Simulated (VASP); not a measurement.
Set up this calculation in VASP 6.6.1, as the native input.

- Task: relaxation of cell and atoms
- Functional: PBEsol
- Potentials or basis: VASP PAW PBE potentials, release 64 (Sc_sv)
- Cutoff: 600 eV
- k mesh: 9 × 9 × 5
- Occupations: gaussian, width 0.05 eV
- Spin: no spin polarisation
- Target pressure: 30 GPa
- Dipole correction: no
- Further INCAR settings: ALGO = Normal; EDIFF = 1e-06; IBRION = 2; EDIFFG = -0.02; NSW = 80; ISIF = 3

The structure of Sc lies in POSCAR:

```
Sc
1.0
    3.2800000000      0.0000000000      0.0000000000
   -1.6400000000      2.8405633244      0.0000000000
    0.0000000000      0.0000000000      5.3562400000
Sc
2
Direct
    0.3333333333      0.6666666667      0.2500000000
    0.6666666667      0.3333333333      0.7500000000
```

The input as run:

INCAR

```
PREC = Accurate ; ENCUT = 600
EDIFF = 1E-6 ; ISMEAR = 0
SIGMA = 0.05 ; LREAL = False
LASPH = True ; NELM = 80
ALGO = Normal ; ISIF = 3
LWAVE = False ; LCHARG = False
GGA = PS ; IBRION = 2
NSW = 80 ; EDIFFG = -0.02
PSTRESS = 300.0
```

KPOINTS

```
regular mesh
0
Gamma
  9 9 5
```

Potentials or basis: VASP PAW PBE potentials, release 64 (Sc_sv).

The run is started by

```sh
$ cat potpaw_PBE.64/Sc_sv/POTCAR > POTCAR
$ mpirun -np 1 vasp_std > vasp.out
```

It gave:

```
Relaxed volume                                         : 17.12 Å³/atom
Relaxed cell                                           : a = 2.934 Å, b = 2.934 Å, c = 4.591 Å, α = 90.00°, β = 90.00°, γ = 120.00°
Space group after relaxing (to 0.05 Å)                 : P6_3/mmc (No. 194)
Energy change on relaxing (the enthalpy is what falls) : +481.7 meV/atom
Ionic steps                                            : 10
Pressure after relaxing                                : 30.0 GPa
Band gap on the k mesh                                 : zero (band 11 reaches 7.91 eV, above the bottom of band 12 at 5.38 eV)
```

Caveat: the cell is relaxed towards a set pressure, so the enthalpy falls and the energy may rise; the volume moved by over 15 % at a fixed basis, so the end points are rough; the PAW data sets were made with another functional, which shifts forces and pressure a little.

It took 6.9 min on 1 thread of AMD EPYC 7R13 (shared host), peak memory 0.18 GiB.
